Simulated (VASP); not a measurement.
**Sn: single point with HSE06**

Sn:

```
Sn
1.0
     0.00000    3.33605    3.33605
     3.33605    0.00000    3.33605
     3.33605    3.33605    0.00000
Sn
2
Cartesian
  0.0000 0.0000 0.0000
  1.6680 1.6680 1.6680
```

This isn't the form of Sn at room conditions, which is tetragonal (white tin).

| Property | Result |
| --- | --- |
| Program | VASP 6.6.1 |
| Task | single point |
| Functional | HSE06 |
| Potentials or basis | VASP PAW PBE potentials, release 64 (Sn_d) |
| Cutoff | 520 eV |
| k mesh | 4 × 4 × 4 |
| Occupations | fermi-dirac, width 0.1 eV |
| Spin | no spin polarisation |
| Dipole correction | no |
| Grid for exact exchange (PRECFOCK) | Normal |
| Further INCAR settings | ALGO = Normal; EDIFF = 1e-06; NBANDS = 21 |
| Share of exact exchange | 0.25 |
| Screening parameter | 0.2079 1/Å |

| Quantity | Value |
| --- | --- |
| Pressure | -1.6 GPa |
| Band gap on the k mesh | zero (filled and empty bands touch) |

Levels at points of the mesh, in eV from the Fermi level:
| k point | band 11 | band 12 | band 13 | band 14 | band 15 | band 16 | band 17 | band 18 |
| --- | --- | --- | --- | --- | --- | --- | --- | --- |
| (0.00, 0.00, 0.00) | -11.21 | -0.78 | 0.00 | 0.00 | 0.00 | 2.57 | 2.57 | 2.57 |
| (0.50, 0.00, 0.00) | -9.57 | -6.65 | -1.19 | -1.19 | 0.20 | 3.67 | 3.67 | 6.24 |
| (0.50, 0.50, 0.00) | -8.02 | -8.02 | -2.51 | -2.51 | 1.24 | 1.24 | 8.10 | 8.10 |

Wall time 53 min on 1 thread of Oxide Virtual Turin-like Processor (shared host), peak memory 0.27 GiB.

Caveat: the k points lie up to 0.41 Å⁻¹ apart; the PAW data sets were made with another functional, which shifts forces and pressure a little; spin-orbit coupling is left out, which moves the levels of the heavy elements.
